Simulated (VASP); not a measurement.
MgO, 4 atoms in the cell. The structure is hexagonal, space group P6_3mc (No. 186). Conventional cell: a = 3.326 Å, b = 3.326 Å, c = 4.952 Å, α = 90.00°, β = 90.00°, γ = 120.00°. Within 2.3 Å of Mg (site symmetry 3m) lie 4 O at 1.73 to 2.06 Å. O (site symmetry 3m) has 4 Mg at 1.73 to 2.06 Å within 2.3 Å.  This cell differs from its parent crystal: c/a of the conventional cell at fixed volume 1.4890.

- Program: VASP 6.6.1
- Task: single point
- Functional: PBEsol
- Potentials or basis: VASP PAW PBE potentials, release 64 (Mg, O)
- Cutoff: 520 eV
- k mesh: 9 × 9 × 6
- Occupations: gaussian, width 0.05 eV
- Spin: no spin polarisation
- Dipole correction: no
- Further INCAR settings: ALGO = Normal; EDIFF = 1e-06; NBANDS = 16

Potentials or basis: VASP PAW PBE potentials, release 64 (Mg, O).

Command:

```console
$ cat potpaw_PBE.64/Mg/POTCAR potpaw_PBE.64/O/POTCAR > POTCAR
$ mpirun -np 1 vasp_std > vasp.out
```

Hardware: 1 thread of AMD EPYC 7R13, on a shared host.

Question: How long does it take, and how much memory?

Answer: Wall time 58 s on 1 thread of AMD EPYC 7R13, on a shared host, peak memory 0.16 GiB. Counts: scf iterations 13, k points 48.
